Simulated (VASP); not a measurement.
# GaAs (F-43m) in VASP: further runs

Aim: see how the results for GaAs move with the level of theory and the settings. Levels: PBE+D3(BJ), PBE, RPBE. Tasks: single point, relaxation of cell and atoms.

All numbers are computed with VASP 6.6.1; they aren't measurements. Logs are shortened: lines on timing, memory, paths and dates and some standing lists are left out, and cuts for length are marked.

**What was measured.**

From “Evidence of valence band perturbations in GaAsN/GaAs(001): A combined variable-angle spectroscopic ellipsometry and modulated photoreflectance investigation”, 2008, arxiv:0805.2212, for a bulk crystal of GaAs at 300 K: band gap 1.418 ± 0.005 eV (direct).

The results are compared with them further down.

## (1) The cell of the first run

Symmetry: F-43m, No. 216, cubic system. The conventional cell has a = 5.675 Å, b = 5.675 Å, c = 5.675 Å, α = 90.00°, β = 90.00°, γ = 90.00°. As (site symmetry -43m) has 4 Ga at 2.46 Å within 3.2 Å. Within 3.2 Å of Ga (site symmetry -43m) lie 4 As at 2.46 Å.

## (2) Single point, PBE+D3(BJ)

File INCAR:

```
SYSTEM = GaAs
PREC = Accurate ; ENCUT = 520
EDIFF = 1E-6 ; ISMEAR = -1
SIGMA = 0.05 ; LREAL = .False.
LASPH = .True. ; NELM = 60
ALGO = Normal ; ISIF = 2
LWAVE = .False. ; LCHARG = .True.
GGA = PE ; IVDW = 12
LELF = .True. ; LVHAR = .True.
NBANDS = 16
```

File KPOINTS:

```
regular mesh
0
Gamma
  8 8 8
  0 0 0
```

File POSCAR:

```
GaAs
1.0
    0.0000000000      2.8375964379      2.8375964379
    2.8375964379      0.0000000000      2.8375964379
    2.8375964379      2.8375964379      0.0000000000
As Ga
1 1
Direct
    0.7500000000      0.7500000000      0.7500000000
    0.0000000000      0.0000000000      0.0000000000
```

Potentials or basis: VASP PAW PBE potentials, release 64 (As, Ga_d).

On the command line:

```
$ cat potpaw_PBE.64/As/POTCAR potpaw_PBE.64/Ga_d/POTCAR > POTCAR
$ mpirun -np 1 vasp_std > vasp.out
```

OUTCAR:

```text
SYSTEM = GaAs
   PREC = Accurate
   ENCUT = 520
   EDIFF = 1E-6
   ISMEAR = -1
   LREAL = .False.
   LASPH = .True.
   NELM = 60
   ISIF = 2
   GGA = PE
   IVDW = 12
 IVDW          = 12

 ion  position               nearest neighbor table
   1  0.750  0.750  0.750-   2 2.46   2 2.46   2 2.46   2 2.46
   2  0.000  0.000  0.000-   1 2.46   1 2.46   1 2.46   1 2.46

  LATTYP: Found a face centered cubic cell.
 ALAT       =     5.6751928758

  Lattice vectors:

 A1 = (   0.0000000000,   2.8375964379,   2.8375964379)
 A2 = (   2.8375964379,   0.0000000000,   2.8375964379)
 A3 = (   2.8375964379,   2.8375964379,   0.0000000000)

Analysis of symmetry for initial positions (statically):
=====================================================================
 Subroutine PRICEL returns:
 Original cell was already a primitive cell.

 Routine SETGRP: Setting up the symmetry group for a
 face centered cubic supercell.

 Subroutine GETGRP returns: Found 24 space group operations
 (whereof 24 operations were pure point group operations)
 out of a pool of 48 trial point group operations.

The static configuration has the point symmetry T_d .

Analysis of symmetry for dynamics (positions and initial velocities):
=====================================================================
 Subroutine PRICEL returns:
 Original cell was already a primitive cell.

 Routine SETGRP: Setting up the symmetry group for a
 face centered cubic supercell.

 Subroutine GETGRP returns: Found 24 space group operations
 (whereof 24 operations were pure point group operations)
 out of a pool of 48 trial point group operations.

The dynamic configuration has the point symmetry T_d .

 Subroutine INISYM returns: Found 24 space group operations
 (whereof 24 operations are pure point group operations),
 and found     1 'primitive' translations

----------------------------------------------------------------------------------------

                                     Primitive cell

  volume of cell :      45.6964

  direct lattice vectors                    reciprocal lattice vectors
     0.000000000  2.837596438  2.837596438    -0.176205465  0.176205465  0.176205465
     2.837596438  0.000000000  2.837596438     0.176205465 -0.176205465  0.176205465
     2.837596438  2.837596438  0.000000000     0.176205465  0.176205465 -0.176205465

  length of vectors
     4.012967367  4.012967367  4.012967367     0.305196818  0.305196818  0.305196818

  position of ions in fractional coordinates (direct lattice)
     0.750000000  0.750000000  0.750000000
     0.000000000  0.000000000  0.000000000

[... 77 lines left out ...]
   LREAL  =      F    real-space projection
   EDIFFG = 0.1E-04   stopping-criterion for IOM
   NSW    =      0    number of steps for IOM
   IBRION =     -1    ionic relax: 0-MD 1-quasi-New 2-CG
   NFREE  =      0    steps in history (QN), initial steepest desc. (CG)
   ISIF   =      2    stress and relaxation
   ISYM   =      2    0-nonsym 1-usesym 2-fastsym
   POTIM  = 0.5000    time-step for ionic-motion
   TEBEG  =    0.0;   TEEND  =   0.0 temperature during run
   PSTRESS=    0.0 pullay stress
   NELECT =      18.0000    total number of electrons
   NUPDOWN=      -1.0000    fix difference up-down
   EMIN   =  10.00;   EMAX   =-10.00  energy-range for DOS
   EFERMI =   0.00;   METHOD = LEGACY
   ISMEAR =    -1;   SIGMA  =   0.05  broadening in eV -4-tet -1-fermi 0-gaus
   EFERMI_NEDOS =   21; number of points for ismear=-14 and -15
   IALGO  =     38    algorithm
   IMIX   =      4    mixing-type and parameters
     AMIX     =   0.40;   BMIX     =  1.00
     AMIX_MAG =   1.60;   BMIX_MAG =  1.00
  volume/ion in A,a.u.               =      22.85       154.19
  Fermi-wavevector in a.u.,A,eV,Ry     =   1.200066  2.267795 19.594536  1.440158
  Thomas-Fermi vector in A             =   2.335912
   LORBIT       =      0    0 simple, 1 ext, 2 COOP (PROOUT), +10 PAW based schemes
   GGA     = PE    functional components
   LHFCALC =     F    Hartree Fock is set to
   AEXX    =    0.0000 exact exchange contribution
   IVDW    =    12    specifies the selected vdW correction
   LEPSILON=     F    determine dielectric tensor
   LRPA    =     F    only Hartree local field effects (RPA)
 non-spin polarized calculation
  energy-cutoff  :      520.00
  volume of cell :       45.70
 maximum number of plane-waves:      1249
 NGX is ok and might be reduce to    30
   NGX = 15   NGY = 15   NGZ = 15

 number of electron      17.9999988 magnetization

 Free energy of the ion-electron system (eV)
  ---------------------------------------------------
  ext. energy  EPLUGINS =         0.00000000
  ---------------------------------------------------
  free energy    TOTEN  =        -8.25691480 eV

  energy without entropy =       -8.25686557  energy(sigma->0) =       -8.25689018

 E-fermi :   4.0733     XC(G=0):  -9.5363

 val. band max:        3.8265395315   @ k =   0.0000   0.0000   0.0000
 cond. band min:       4.2609899265   @ k =   0.0000   0.0000   0.0000
 fundamental gap:      0.4344503949
 Fermi energy:         4.0732760065

 k-point     1 :       0.0000    0.0000    0.0000
  band No.  band energies     occupation
      1     -10.9623      2.00000
      2     -10.9623      2.00000
      3     -10.9623      2.00000
      4     -10.8860      2.00000
      5     -10.8860      2.00000
      6      -8.8178      2.00000
[... 433 lines left out ...]
      3     -10.9312      2.00000
      4     -10.8901      2.00000
      5     -10.8825      2.00000
      6      -6.7522      2.00000
[... 8 lines left out ...]
     15      15.4024      0.00000
     16      15.8959      0.00000

 [... further k-points ...]

------------------------ aborting loop because EDIFF is reached ----------------------------------------

 Edisp (eV)   -0.64178

 E8    (eV) :    -0.2865

  FORCE on cell =-STRESS in cart. coord.  units (eV):
  Direction    XX          YY          ZZ          XY          YZ          ZX
  --------------------------------------------------------------------------------------
  -------------------------------------------------------------------------------------
  Total       0.04878     0.04878     0.04878    -0.00000    -0.00000     0.00000
  in kB       1.71038     1.71038     1.71038    -0.00000    -0.00000     0.00000
  external pressure =        1.71 kB  Pullay stress =        0.00 kB

 VOLUME and BASIS-vectors are now :
 -----------------------------------------------------------------------------
  energy-cutoff  :      520.00
  volume of cell :       45.70
      direct lattice vectors                 reciprocal lattice vectors
     0.000000000  2.837596438  2.837596438    -0.176205465  0.176205465  0.176205465
     2.837596438  0.000000000  2.837596438     0.176205465 -0.176205465  0.176205465
     2.837596438  2.837596438  0.000000000     0.176205465  0.176205465 -0.176205465

 POSITION                                       TOTAL-FORCE (eV/Angst)
 -----------------------------------------------------------------------------------
      4.25639      4.25639      4.25639         0.000000      0.000000      0.000000
      0.00000      0.00000      0.00000        -0.000000     -0.000000     -0.000000
 -----------------------------------------------------------------------------------
    total drift:                               -0.000002     -0.000002     -0.000002

  FREE ENERGIE OF THE ION-ELECTRON SYSTEM (eV)
  ---------------------------------------------------
  free  energy   TOTEN  =        -8.8986922505 eV

  energy  without entropy=       -8.8986430187  energy(sigma->0) =       -8.89866763
```

Run time: 16 s. Hardware: 1 thread of Intel Xeon 6975P-C (Granite Rapids), shared host; peak memory 0.18 GiB.

Results:

* Free energy: -8.8987 eV
* Pressure: 0.2 GPa
* Band gap on the k mesh: 0.43 eV, direct
* Dispersion energy per atom: -0.321 eV

Levels at points of the mesh, in eV from the valence-band top:
| k point | band 6 | band 7 | band 8 | band 9 | band 10 | band 11 | band 12 | band 13 |
| --- | --- | --- | --- | --- | --- | --- | --- | --- |
| (0.00, 0.00, 0.00) | -12.64 | 0.00 | 0.00 | 0.00 | 0.43 | 3.73 | 3.73 | 3.73 |
| (0.50, 0.00, 0.00) | -10.91 | -6.58 | -1.12 | -1.12 | 0.97 | 4.63 | 4.63 | 7.74 |
| (0.50, 0.50, 0.00) | -10.19 | -6.77 | -2.64 | -2.64 | 1.48 | 1.66 | 10.08 | 10.08 |

## (3) Single point, PBE

This run uses another cell than the first one, of 23.71 Å³/atom, 1.038 times its volume.

File INCAR:

```
PREC     = Accurate       # precision mode
ENCUT    = 520            # plane-wave cutoff, eV
EDIFF    = 1E-6           # SCF threshold, eV
ISMEAR   = -1             # smearing method
SIGMA    = 0.05           # smearing width, eV
LREAL    = F              # projectors in reciprocal space
LASPH    = T              # aspherical terms in the spheres
NELM     = 60             # most SCF steps
ALGO     = Normal         # electronic algorithm
ISIF     = 2              # what is computed and relaxed
LWAVE    = F              # write WAVECAR
LCHARG   = F              # write CHGCAR
GGA      = PE             # functional
NBANDS   = 16             # bands
```

File KPOINTS:

```
regular mesh
0
Gamma
  8 8 8
```

File POSCAR:

```
GaAs
1.0
    0.0000000000      2.8727211814      2.8727211814
    2.8727211814      0.0000000000      2.8727211814
    2.8727211814      2.8727211814      0.0000000000
As Ga
1 1
Direct
    0.7500000000      0.7500000000      0.7500000000
    0.0000000000      0.0000000000      0.0000000000
```

Potentials or basis: VASP PAW PBE potentials, release 64 (As, Ga_d).

On the command line:

```
$ cat potpaw_PBE.64/As/POTCAR potpaw_PBE.64/Ga_d/POTCAR > POTCAR
$ mpirun -np 1 vasp_std > vasp.out
```

Wall time 9.9 s (1 thread of Intel Xeon 6975P-C (Granite Rapids), shared host); peak memory 0.17 GiB.

The run converged. Its results:

```yaml
Free_energy: -8.2714 eV
Pressure: 0.2 GPa
Band_gap_on_the_k_mesh: 0.16 eV, direct
```

Levels at points of the mesh, in eV from the valence-band top:
```
           k point  band 6  band 7  band 8  band 9  band 10  band 11  band 12  band 13
(0.00, 0.00, 0.00)  -12.39    0.00    0.00    0.00     0.16     3.71     3.71     3.71
(0.50, 0.00, 0.00)  -10.77   -6.38   -1.07   -1.07     0.87     4.62     4.62     7.70
(0.50, 0.50, 0.00)  -10.09   -6.60   -2.51   -2.51     1.55     1.67     9.79     9.79
```

## (4) Single point, RPBE

This run uses another cell than the first one, of 24.44 Å³/atom, 1.070 times its volume.

File INCAR:

```
SYSTEM = GaAs
PREC = Accurate
ENCUT = 520
EDIFF = 1E-6
ISMEAR = -1
SIGMA = 0.05
LREAL = .False.
LASPH = .True.
NELM = 60
ALGO = Normal
ISIF = 2
LWAVE = .False.
LCHARG = .True.
GGA = RP
LELF = .True.
LVHAR = .True.
NBANDS = 16
```

File KPOINTS:

```
Automatic mesh
0
Gamma
  8 8 8
  0 0 0
```

File POSCAR:

```
GaAs
1.0
    0.0000000000      2.9021100168      2.9021100168
    2.9021100168      0.0000000000      2.9021100168
    2.9021100168      2.9021100168      0.0000000000
As Ga
1 1
Direct
    0.7500000000      0.7500000000      0.7500000000
    0.0000000000      0.0000000000      0.0000000000
```

On the command line:

```
$ cat potpaw_PBE.64/As/POTCAR potpaw_PBE.64/Ga_d/POTCAR > POTCAR
$ mpirun -np 1 vasp_std > vasp.out
```

It took 10 s on 1 thread of Intel Xeon 6975P-C (Granite Rapids), shared host; peak memory 0.18 GiB.

It converged, with:

```yaml
Free_energy: -7.5969 eV
Pressure: 0.2 GPa
```

Levels at points of the mesh, in eV from the Fermi level:
| k point | band 6 | band 7 | band 8 | band 9 | band 10 | band 11 | band 12 | band 13 |
| --- | --- | --- | --- | --- | --- | --- | --- | --- |
| (0.00, 0.00, 0.00) | -12.23 | -0.08 | -0.08 | -0.08 | -0.01 | 3.65 | 3.65 | 3.65 |
| (0.50, 0.00, 0.00) | -10.70 | -6.27 | -1.10 | -1.10 | 0.81 | 4.56 | 4.56 | 7.75 |
| (0.50, 0.50, 0.00) | -10.06 | -6.51 | -2.48 | -2.48 | 1.63 | 1.69 | 9.53 | 9.53 |

Caveat: the PAW data sets were made with another functional, which shifts forces and pressure a little.

## (5) Relaxation of cell and atoms, RPBE

This run uses another cell than the first one, of 22.59 Å³/atom, 0.989 times its volume.

File INCAR:

```
SYSTEM = GaAs
PREC = Accurate
ENCUT = 600
EDIFF = 1E-6
ISMEAR = -1
SIGMA = 0.05
LREAL = .FALSE.
LASPH = .TRUE.
NELM = 100
ALGO = Normal
ISIF = 3
LWAVE = .FALSE.
LCHARG = .FALSE.
GGA = RP
IBRION = 2
NSW = 80
EDIFFG = -0.005
```

File KPOINTS:

```
regular mesh
0
G
  8 8 8
  0 0 0
```

File POSCAR:

```
GaAs
1.0
    0.0000000000      2.8268500000      2.8268500000
    2.8268500000      0.0000000000      2.8268500000
    2.8268500000      2.8268500000      0.0000000000
As Ga
1 1
Direct
    0.7500000000      0.7500000000      0.7500000000
    0.0000000000      0.0000000000      0.0000000000
```

Potentials or basis: VASP PAW PBE potentials, release 64 (As, Ga_d).

On the command line:

```
$ cat potpaw_PBE.64/As/POTCAR potpaw_PBE.64/Ga_d/POTCAR > POTCAR
$ mpirun -np 1 vasp_std > vasp.out
```

OUTCAR:

```text
SYSTEM = GaAs
   PREC = Accurate
   ENCUT = 600
   EDIFF = 1E-6
   ISMEAR = -1
   LREAL = .FALSE.
   LASPH = .TRUE.
   NELM = 100
   ISIF = 3
   GGA = RP
   IBRION = 2
   NSW = 80
   EDIFFG = -0.005

 ion  position               nearest neighbor table
   1  0.750  0.750  0.750-   2 2.45   2 2.45   2 2.45   2 2.45
   2  0.000  0.000  0.000-   1 2.45   1 2.45   1 2.45   1 2.45

  LATTYP: Found a face centered cubic cell.
 ALAT       =     5.6537000000

  Lattice vectors:

 A1 = (   0.0000000000,   2.8268500000,   2.8268500000)
 A2 = (   2.8268500000,   0.0000000000,   2.8268500000)
 A3 = (   2.8268500000,   2.8268500000,   0.0000000000)

Analysis of symmetry for initial positions (statically):
=====================================================================
 Subroutine PRICEL returns:
 Original cell was already a primitive cell.

 Routine SETGRP: Setting up the symmetry group for a
 face centered cubic supercell.

 Subroutine GETGRP returns: Found 24 space group operations
 (whereof 24 operations were pure point group operations)
 out of a pool of 48 trial point group operations.

The static configuration has the point symmetry T_d .

Analysis of symmetry for dynamics (positions and initial velocities):
=====================================================================
 Subroutine PRICEL returns:
 Original cell was already a primitive cell.

 Routine SETGRP: Setting up the symmetry group for a
 face centered cubic supercell.

 Subroutine GETGRP returns: Found 24 space group operations
 (whereof 24 operations were pure point group operations)
 out of a pool of 48 trial point group operations.

The dynamic configuration has the point symmetry T_d .

 Subroutine INISYM returns: Found 24 space group operations
 (whereof 24 operations are pure point group operations),
 and found     1 'primitive' translations

----------------------------------------------------------------------------------------

[... 134 lines left out ...]
 Free energy of the ion-electron system (eV)
  ---------------------------------------------------
  ext. energy  EPLUGINS =         0.00000000
  ---------------------------------------------------
  free energy    TOTEN  =        -7.53724204 eV

  energy without entropy =       -7.53723369  energy(sigma->0) =       -7.53723786

------------------------ aborting loop because EDIFF is reached ----------------------------------------

  FORCE on cell =-STRESS in cart. coord.  units (eV):
  Direction    XX          YY          ZZ          XY          YZ          ZX
  --------------------------------------------------------------------------------------
  -------------------------------------------------------------------------------------
  Total        1.5188122      1.5188122      1.5188122      0.0000000      0.0000000      0.0000000
  in kB       53.8612426     53.8612426     53.8612426      0.0000000      0.0000000      0.0000000
  external PRESSURE =      53.8612426 kB  Pullay stress =       0.0000000 kB
[... 59 lines left out ...]
--------------------------------------- Ionic step        3  -------------------------------------------

 number of electron      17.9999988 magnetization

 Free energy of the ion-electron system (eV)
  ---------------------------------------------------
  ext. energy  EPLUGINS =         0.00000000
  ---------------------------------------------------
  free energy    TOTEN  =        -7.59633513 eV

  energy without entropy =       -7.59582415  energy(sigma->0) =       -7.59607964

 E-fermi :   3.3826     XC(G=0):  -9.0428

 val. band max:        3.3558248353   @ k =   0.0000   0.0000   0.0000
 cond. band min:       4.1880168317   @ k =   0.5000   0.0000   0.0000
 fundamental gap:      0.8321919964
 Fermi energy:         3.3825599486

 k-point     1 :       0.0000    0.0000    0.0000
  band No.  band energies     occupation
      1     -11.3727      2.00000
      2     -11.3727      2.00000
      3     -11.3727      2.00000
      4     -11.3119      2.00000
      5     -11.3119      2.00000
      6      -8.8226      2.00000
      7       3.3083      1.63064
      8       3.3083      1.63063
      9       3.3083      1.63063
     10       3.3558      1.26116
     11       7.0415      0.00000
     12       7.0415      0.00000
     13       7.0415      0.00000
[... 354 lines left out ...]
  band No.  band energies     occupation
      1     -11.4354      2.00000
      2     -11.3539      2.00000
      3     -11.3484      2.00000
      4     -11.3147      2.00000
      5     -11.3090      2.00000
      6      -7.0062      2.00000
      7      -2.7773      2.00000
      8       0.4123      2.00000
      9       1.5928      2.00000
     10       6.1418      0.00000
     11       7.5638      0.00000
     12       9.4196      0.00000
     13      10.7063      0.00000

 [... further k-points ...]

------------------------ aborting loop because EDIFF is reached ----------------------------------------

  FORCE on cell =-STRESS in cart. coord.  units (eV):
  Direction    XX          YY          ZZ          XY          YZ          ZX
  --------------------------------------------------------------------------------------
  -------------------------------------------------------------------------------------
  Total       -0.0077903     -0.0077903     -0.0077903      0.0000000      0.0000000      0.0000000
  in kB       -0.2546506     -0.2546506     -0.2546506      0.0000000      0.0000000      0.0000000
  external PRESSURE =      -0.2546506 kB  Pullay stress =       0.0000000 kB
[... 17 lines left out ...]
  FREE ENERGIE OF THE ION-ELECTRON SYSTEM (eV)
  ---------------------------------------------------
  free  energy   TOTEN  =        -7.5963351320 eV

  energy  without entropy=       -7.5958241498  energy(sigma->0) =       -7.59607964

 reached required accuracy - stopping structural energy minimisation
```

Run time: 19 s. Hardware: 1 thread of Intel Xeon 6975P-C (Granite Rapids), shared host; peak memory 0.19 GiB.

Results:

```
Free energy                            : -7.5963 eV
Relaxed volume                         : 24.51 Å³/atom
Relaxed cell                           : a = 4.108 Å, b = 4.108 Å, c = 4.108 Å, α = 60.00°, β = 60.00°, γ = 60.00°
Space group after relaxing (to 0.05 Å) : F-43m (No. 216)
Energy gained by relaxing              : 29.5 meV/atom
Ionic steps                            : 3
Pressure after relaxing                : 0.0 GPa
```

Step by step:
```
step  energy change (eV)  largest force (eV/Å)  pressure (GPa)  volume (Å³)
   1              0.0000                0.0000            5.39        45.18
   2             -0.0535                0.0000           -1.20        50.33
   3             -0.0591                0.0000           -0.03        49.01
```

Final structure:
```cif
data_structure
_symmetry_space_group_name_H-M 'P 1'
_symmetry_Int_Tables_number 1
_cell_length_a 4.1078
_cell_length_b 4.1078
_cell_length_c 4.1078
_cell_angle_alpha 60.000
_cell_angle_beta 60.000
_cell_angle_gamma 60.000
_cell_volume 49.01
loop_
_atom_site_label
_atom_site_type_symbol
_atom_site_fract_x
_atom_site_fract_y
_atom_site_fract_z
_atom_site_occupancy
As1 As 0.75000 0.75000 0.75000 1
Ga1 Ga 0.00000 0.00000 0.00000 1
```

Caveat: the PAW data sets were made with another functional, which shifts forces and pressure a little. Zero-point motion and thermal expansion aren't in these numbers.

(Continued in part 2 of 2.)
